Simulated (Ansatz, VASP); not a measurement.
**LiF: VASP beside Ansatz**

```
Li F
1.0
    -1.39199    1.56011    5.01280
     1.39199   -1.56011    5.01280
     1.39199    1.56011   -5.01280
Li F
2 2
Direct
  0.44307 0.44307 0.00000
  0.18474 0.18474 0.00000
  0.05381 0.55381 0.50000
  0.31839 0.81839 0.50000
```

Alike in both runs: functional PBE; k mesh 10 × 10 × 10; occupations gaussian, width 0.1 eV; no spin polarisation.

Ansatz relaxed the structure, and its values are those at the end. VASP's run is a single point on that final structure, the one shown.

|  | VASP | Ansatz |
| --- | --- | --- |
| version | VASP 6.6.1 | Ansatz 0.2.0 |
| potentials or method | VASP PAW PBE potentials, release 64 (Li_sv, F), cutoff 520 eV | scalar-relativistic, plane waves, PAW |
| valence electrons in the cell | 20 | 20 |

Ansatz gave:

* gap on the k mesh at the Fermi level (eV): 6.62
* least direct gap on the mesh (eV): 6.90
* rms of the force components (eV/Å): 0.001

What did VASP give for the same quantities?

gap on the k mesh at the Fermi level (eV): 6.62; least direct gap on the mesh (eV): 6.89; rms of the force components (eV/Å): 0.003.

Noted on VASP's run: the cutoff is short for stress, so the pressure is rough.
